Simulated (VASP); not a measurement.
# BP (F-43m) in VASP: a series of runs

BP is run at these levels: LDA; tasks: single point, relaxation of cell and atoms.

Program: VASP 6.6.1. These are calculated values, not measurements. Logs are shortened: lines on timing, memory, paths and dates and some standing lists are left out, and cuts for length are marked.

**1. The cell of the first run**

The structure is cubic, space group F-43m (No. 216). The conventional cell has a = 4.500 Å, b = 4.500 Å, c = 4.500 Å, α = 90.00°, β = 90.00°, γ = 90.00°. Within 2.6 Å of B (site symmetry -43m) lie 4 P at 1.95 Å. P (site symmetry -43m) has 4 B at 1.95 Å within 2.6 Å.

**2. Single point, LDA**

INCAR

```
ALGO = Normal
EDIFF = 1E-6
ENCUT = 500
GGA = CA
GGA_COMPAT = F
ISIF = 2
ISMEAR = 0
LASPH = T
LCHARG = T
LELF = T
LREAL = F
LVHAR = T
LWAVE = F
NBANDS = 11
NELM = 120
PREC = Accurate
SIGMA = 0.01
```

KPOINTS

```
k-points
0
Gamma
  4 4 4
```

POSCAR

```
BP
1.0
    0.0000000000      2.2499382370      2.2499382370
    2.2499382370      0.0000000000      2.2499382370
    2.2499382370      2.2499382370      0.0000000000
B P
1 1
Direct
    0.0000000000      0.0000000000      0.0000000000
    0.2500000000      0.2500000000      0.2500000000
```

Potentials or basis: VASP PAW LDA potentials, release 64 (B, P).

On the command line:

```sh
cat potpaw_LDA.64/B/POTCAR potpaw_LDA.64/P/POTCAR > POTCAR
mpirun -np 1 vasp_std > vasp.out
```

OUTCAR:

```text
EDIFF = 1E-6
   ENCUT = 500
   GGA = CA
   ISIF = 2
   ISMEAR = 0
   LASPH = T
   LREAL = F
   NELM = 120
   PREC = Accurate

 ion  position               nearest neighbor table
   1  0.000  0.000  0.000-   2 1.95   2 1.95   2 1.95   2 1.95
   2  0.250  0.250  0.250-   1 1.95   1 1.95   1 1.95   1 1.95

  LATTYP: Found a face centered cubic cell.
 ALAT       =     4.4998764740

  Lattice vectors:

 A1 = (   0.0000000000,   2.2499382370,   2.2499382370)
 A2 = (   2.2499382370,   0.0000000000,   2.2499382370)
 A3 = (   2.2499382370,   2.2499382370,   0.0000000000)

Analysis of symmetry for initial positions (statically):
=====================================================================
 Subroutine PRICEL returns:
 Original cell was already a primitive cell.

 Routine SETGRP: Setting up the symmetry group for a
 face centered cubic supercell.

 Subroutine GETGRP returns: Found 24 space group operations
 (whereof 24 operations were pure point group operations)
 out of a pool of 48 trial point group operations.

The static configuration has the point symmetry T_d .

Analysis of symmetry for dynamics (positions and initial velocities):
=====================================================================
 Subroutine PRICEL returns:
 Original cell was already a primitive cell.

 Routine SETGRP: Setting up the symmetry group for a
 face centered cubic supercell.

 Subroutine GETGRP returns: Found 24 space group operations
 (whereof 24 operations were pure point group operations)
 out of a pool of 48 trial point group operations.

The dynamic configuration has the point symmetry T_d .

 Subroutine INISYM returns: Found 24 space group operations
 (whereof 24 operations are pure point group operations),
 and found     1 'primitive' translations

----------------------------------------------------------------------------------------

                                     Primitive cell

  volume of cell :      22.7794

  direct lattice vectors                    reciprocal lattice vectors
     0.000000000  2.249938237  2.249938237    -0.222228322  0.222228322  0.222228322
     2.249938237  0.000000000  2.249938237     0.222228322 -0.222228322  0.222228322
     2.249938237  2.249938237  0.000000000     0.222228322  0.222228322 -0.222228322

  length of vectors
     3.181893169  3.181893169  3.181893169     0.384910745  0.384910745  0.384910745

  position of ions in fractional coordinates (direct lattice)
     0.000000000  0.000000000  0.000000000
     0.250000000  0.250000000  0.250000000

  ion indices of the primitive-cell ions
   primitive index   ion index
                 1           1
                 2           2

----------------------------------------------------------------------------------------

 KPOINTS: k-points

Automatic generation of k-mesh.
 Grid dimensions read from file:
 generate k-points for:    4    4    4

 Generating k-lattice:

  Cartesian coordinates                     Fractional coordinates (reciprocal lattice)
    -0.055557081  0.055557081  0.055557081     0.250000000  0.000000000  0.000000000
     0.055557081 -0.055557081  0.055557081     0.000000000  0.250000000  0.000000000
     0.055557081  0.055557081 -0.055557081     0.000000000  0.000000000  0.250000000

  Length of vectors
     0.096227686  0.096227686  0.096227686

  Shift w.r.t. Gamma in fractional coordinates (k-lattice)
     0.000000000  0.000000000  0.000000000

 Subroutine IBZKPT returns following result:
 ===========================================

 Found      8 irreducible k-points:

 Following reciprocal coordinates:
            Coordinates               Weight
  0.000000  0.000000  0.000000      1.000000
  0.250000  0.000000  0.000000      8.000000
  0.500000  0.000000  0.000000      4.000000
  0.250000  0.250000  0.000000      6.000000
  0.500000  0.250000  0.000000     24.000000
 -0.250000  0.250000  0.000000     12.000000
  0.500000  0.500000  0.000000      3.000000
 -0.250000  0.500000  0.250000      6.000000
   k-points           NKPTS =      8   k-points in BZ     NKDIM =      8   number of bands    NBANDS=     11
   number of dos      NEDOS =    301   number of ions     NIONS =      2
   total plane-waves  NPLWV =  13824
   dimension x,y,z NGX =    24 NGY =   24 NGZ =   24
   dimension x,y,z NGXF=    48 NGYF=   48 NGZF=   48
   ions per type =               1   1
   NGX,Y,Z   is equivalent  to a cutoff of  12.54, 12.54, 12.54 a.u.
   NGXF,Y,Z  is equivalent  to a cutoff of  25.08, 25.08, 25.08 a.u.
 SYSTEM =  unknown system
   PREC   = accura    normal or accurate (medium, high low for compatibility)
   ISTART =      0    job   : 0-new  1-cont  2-samecut
   ICHARG =      2    charge: 1-file 2-atom 10-const
   ISPIN  =      1    spin polarized calculation?
   LNONCOLLINEAR =      F non collinear calculations
   LSORBIT =      F    spin-orbit coupling
   LASPH  =      T    aspherical Exc in radial PAW
   ENCUT  =  500.0 eV  36.75 Ry    6.06 a.u.   5.80  5.80  5.80*2*pi/ulx,y,z
   NELM   =    120;   NELMIN=  2; NELMDL= -5     # of ELM steps
   EDIFF  = 0.1E-05   stopping-criterion for ELM
   LREAL  =      F    real-space projection
   EDIFFG = 0.1E-04   stopping-criterion for IOM
   NSW    =      0    number of steps for IOM
   IBRION =     -1    ionic relax: 0-MD 1-quasi-New 2-CG
   NFREE  =      0    steps in history (QN), initial steepest desc. (CG)
   ISIF   =      2    stress and relaxation
   ISYM   =      2    0-nonsym 1-usesym 2-fastsym
   POTIM  = 0.5000    time-step for ionic-motion
   TEBEG  =    0.0;   TEEND  =   0.0 temperature during run
   PSTRESS=    0.0 pullay stress
   NELECT =       8.0000    total number of electrons
   NUPDOWN=      -1.0000    fix difference up-down
   EMIN   =  10.00;   EMAX   =-10.00  energy-range for DOS
   EFERMI =   0.00;   METHOD = LEGACY
   ISMEAR =     0;   SIGMA  =   0.01  broadening in eV -4-tet -1-fermi 0-gaus
   EFERMI_NEDOS =   21; number of points for ismear=-14 and -15
   IALGO  =     38    algorithm
   IMIX   =      4    mixing-type and parameters
     AMIX     =   0.40;   BMIX     =  1.00
     AMIX_MAG =   1.60;   BMIX_MAG =  1.00
  volume/ion in A,a.u.               =      11.39        76.86
  Fermi-wavevector in a.u.,A,eV,Ry     =   1.155024  2.182678 18.151257  1.334080
  Thomas-Fermi vector in A             =   2.291656
   LORBIT       =      0    0 simple, 1 ext, 2 COOP (PROOUT), +10 PAW based schemes
   GGA     = CA    functional components
   LHFCALC =     F    Hartree Fock is set to
   AEXX    =    0.0000 exact exchange contribution
   IVDW    =     0    specifies the selected vdW correction
   LEPSILON=     F    determine dielectric tensor
   LRPA    =     F    only Hartree local field effects (RPA)
 non-spin polarized calculation
 Gauss-broadening in eV      SIGMA  =   0.01
  energy-cutoff  :      500.00
  volume of cell :       22.78
 maximum number of plane-waves:       604
   NGX = 11   NGY = 11   NGZ = 11

 number of electron       8.0000001 magnetization

 Free energy of the ion-electron system (eV)
  ---------------------------------------------------
  ext. energy  EPLUGINS =         0.00000000
  ---------------------------------------------------
  free energy    TOTEN  =       -14.22175803 eV

  energy without entropy =      -14.22175803  energy(sigma->0) =      -14.22175803

 E-fermi :   7.8114     XC(G=0): -11.1814

 val. band max:        7.7530860371   @ k =   0.0000   0.0000   0.0000
 cond. band min:       8.9771086319   @ k =   0.5000   0.5000   0.0000
 fundamental gap:      1.2240225948
 Fermi energy:         7.8114346828

 k-point     1 :       0.0000    0.0000    0.0000
  band No.  band energies     occupation
      1      -7.8802      2.00000
      2       7.7531      2.00000
      3       7.7531      2.00000
      4       7.7531      2.00000
      5      11.1512      0.00000
      6      11.1512      0.00000
      7      11.1512      0.00000
      8      15.5066      0.00000
      9      19.1546      0.00000
     10      19.9820      0.00000
     11      19.9820      0.00000

 k-point     2 :       0.2500    0.0000    0.0000
  band No.  band energies     occupation
      1      -6.7505      2.00000
      2       2.8429      2.00000
      3       6.6157      2.00000
      4       6.6157      2.00000
      5      11.8450      0.00000
      6      12.5215      0.00000
      7      12.5215      0.00000
      8      17.4599      0.00000
      9      18.7318      0.00000
     10      18.7318      0.00000
     11      20.7686      0.00000

 k-point     3 :       0.5000    0.0000    0.0000
  band No.  band energies     occupation
      1      -4.4464      2.00000
      2      -1.4573      2.00000
      3       5.9696      2.00000
      4       5.9696      2.00000
      5      11.6738      0.00000
      6      12.4260      0.00000
      7      12.4260      0.00000
      8      17.7342      0.00000
      9      22.4713      0.00000
     10      22.4713      0.00000
     11      22.5303      0.00000

 k-point     4 :       0.2500    0.2500    0.0000
  band No.  band energies     occupation
      1      -6.3679      2.00000
      2       4.1050      2.00000
      3       4.9531      2.00000
      4       4.9531      2.00000
      5       9.4865      0.00000
      6      12.6121      0.00000
      7      15.5479      0.00000
      8      15.5479      0.00000
      9      20.1238      0.00000
     10      21.5993      0.00000
     11      23.1380      0.00000

 k-point     5 :       0.5000    0.2500    0.0000
  band No.  band energies     occupation
      1      -4.0613      2.00000
      2      -0.0261      2.00000
      3       2.8815      2.00000
      4       4.4932      2.00000
      5      10.1847      0.00000
      6      14.1312      0.00000
      7      15.9447      0.00000
      8      16.2388      0.00000
      9      20.9565      0.00000
     10      22.6440      0.00000
     11      25.2389      0.00000

 k-point     6 :      -0.2500    0.2500    0.0000
  band No.  band energies     occupation
      1      -4.9877      2.00000
      2       1.2472      2.00000
      3       2.3766      2.00000
      4       5.7814      2.00000
      5      11.5655      0.00000
      6      14.1585      0.00000
      7      15.3211      0.00000
      8      16.6095      0.00000
      9      17.7198      0.00000
     10      20.4517      0.00000
     11      25.4062      0.00000

 k-point     7 :       0.5000    0.5000    0.0000
  band No.  band energies     occupation
      1      -2.9116      2.00000
      2      -0.8739      2.00000
      3       3.5447      2.00000
      4       3.5447      2.00000
      5       8.9771      0.00000
      6       9.2556      0.00000
      7      19.9824      0.00000
      8      19.9824      0.00000
      9      23.0367      0.00000
     10      24.6749      0.00000
     11      25.9197      0.00000

 k-point     8 :      -0.2500    0.5000    0.2500
  band No.  band energies     occupation
      1      -2.6062      2.00000
      2      -0.2924      2.00000
      3       1.8943      2.00000
      4       2.0955      2.00000
      5      12.9786      0.00000
      6      14.4517      0.00000
      7      15.0701      0.00000
      8      15.3465      0.00000
      9      20.6634      0.00000
     10      24.0913      0.00000
     11      24.3017      0.00000

------------------------ aborting loop because EDIFF is reached ----------------------------------------

  FORCE on cell =-STRESS in cart. coord.  units (eV):
  Direction    XX          YY          ZZ          XY          YZ          ZX
  --------------------------------------------------------------------------------------
  -------------------------------------------------------------------------------------
  Total       -0.0124270     -0.0124270     -0.0124270      0.0000000     -0.0000000      0.0000000
  in kB       -0.8740461     -0.8740461     -0.8740461      0.0000000     -0.0000000      0.0000000
  external PRESSURE =      -0.8740461 kB  Pullay stress =       0.0000000 kB

 VOLUME and BASIS-vectors are now :
 -----------------------------------------------------------------------------
  energy-cutoff  :      500.00
  volume of cell :       22.78
      direct lattice vectors                 reciprocal lattice vectors
     0.000000000  2.249938237  2.249938237    -0.222228322  0.222228322  0.222228322
     2.249938237  0.000000000  2.249938237     0.222228322 -0.222228322  0.222228322
     2.249938237  2.249938237  0.000000000     0.222228322  0.222228322 -0.222228322

 POSITION                                       TOTAL-FORCE (eV/Angst)
 -----------------------------------------------------------------------------------
      0.00000      0.00000      0.00000         0.000000      0.000000      0.000000
      1.12497      1.12497      1.12497        -0.000000     -0.000000     -0.000000
 -----------------------------------------------------------------------------------
    total drift:                                0.000000      0.000000      0.000000

  FREE ENERGIE OF THE ION-ELECTRON SYSTEM (eV)
  ---------------------------------------------------
  free  energy   TOTEN  =       -14.2217580338 eV

  energy  without entropy=      -14.2217580338  energy(sigma->0) =      -14.22175803
```

Run time: 5.1 s. Hardware: 1 thread of Intel Xeon 8259CL, shared host; peak memory 0.12 GiB.

What came out:

```yaml
Free_energy: -14.2218 eV
Pressure: -0.1 GPa
Band_gap_on_the_k_mesh: 1.22 eV, indirect (least direct gap 3.40 eV)
```

Caveat: the k points lie up to 0.60 Å⁻¹ apart. Expect the measured gap to be larger: semilocal functionals such as LDA lack the derivative discontinuity.

**3. Relaxation of cell and atoms, LDA**

This run uses another cell than the first one, of 11.62 Å³/atom, 1.020 times its volume.

INCAR

```
SYSTEM = BP
ALGO = Normal
EDIFF = 1E-7
EDIFFG = -0.002
ENCUT = 500
GGA_COMPAT = .FALSE.
IBRION = 2
ISIF = 3
ISMEAR = 0
LASPH = .TRUE.
LCHARG = .FALSE.
LREAL = .FALSE.
LWAVE = .FALSE.
NELM = 120
NELMIN = 4
NSW = 80
PREC = Accurate
SIGMA = 0.01
```

KPOINTS

```
k-points
0
G
  4 4 4
  0 0 0
```

POSCAR

```
BP
1.0
    0.0000000000      2.2650000000      2.2650000000
    2.2650000000      0.0000000000      2.2650000000
    2.2650000000      2.2650000000      0.0000000000
B P
1 1
Direct
    0.0000000000      0.0000000000      0.0000000000
    0.2500000000      0.2500000000      0.2500000000
```

Potentials or basis: VASP PAW LDA potentials, release 64 (B, P).

On the command line:

```sh
cat potpaw_LDA.64/B/POTCAR potpaw_LDA.64/P/POTCAR > POTCAR
mpirun -np 1 vasp_std > vasp.out
```

Wall time 6.5 s (1 thread of Intel Xeon 8259CL, shared host); peak memory 0.12 GiB.

It converged, with:

- Free energy: -14.2220 eV
- Relaxed volume: 11.38 Å³/atom
- Relaxed cell: a = 3.181 Å, b = 3.181 Å, c = 3.181 Å, α = 60.00°, β = 60.00°, γ = 60.00°
- Space group after relaxing (to 0.05 Å): F-43m (No. 216)
- Energy gained by relaxing: 2.6 meV/atom
- Ionic steps: 3
- Pressure after relaxing: 0.0 GPa
- Band gap on the k mesh: 1.22 eV, indirect (least direct gap 3.40 eV)

Step by step:
```tsv
step	energy change (eV)	largest force (eV/Å)	pressure (GPa)	volume (Å³)
1	0.0000	0.0000	-3.43	23.24
2	-0.0020	0.0000	2.82	22.41
3	-0.0051	0.0000	-0.01	22.77
```

Final structure:
```
B P
1.0
     0.00000    2.24963    2.24963
     2.24963    0.00000    2.24963
     2.24963    2.24963    0.00000
B P
1 1
Direct
  0.00000 0.00000 0.00000
  0.25000 0.25000 0.25000
```

Levels at points of the mesh, in eV from the valence-band top:
```
           k point  band 1  band 2  band 3  band 4  band 5  band 6  band 7  band 8
(0.00, 0.00, 0.00)  -15.64    0.00    0.00    0.00    3.40    3.40    3.40    7.76
(0.50, 0.00, 0.00)  -12.20   -9.21   -1.78   -1.78    3.92    4.67    4.67    9.98
(0.50, 0.50, 0.00)  -10.67   -8.63   -4.21   -4.21    1.22    1.50   12.23   12.23
```

Caveat: the k points lie up to 0.60 Å⁻¹ apart in the final cell. A k mesh can miss the band edges.
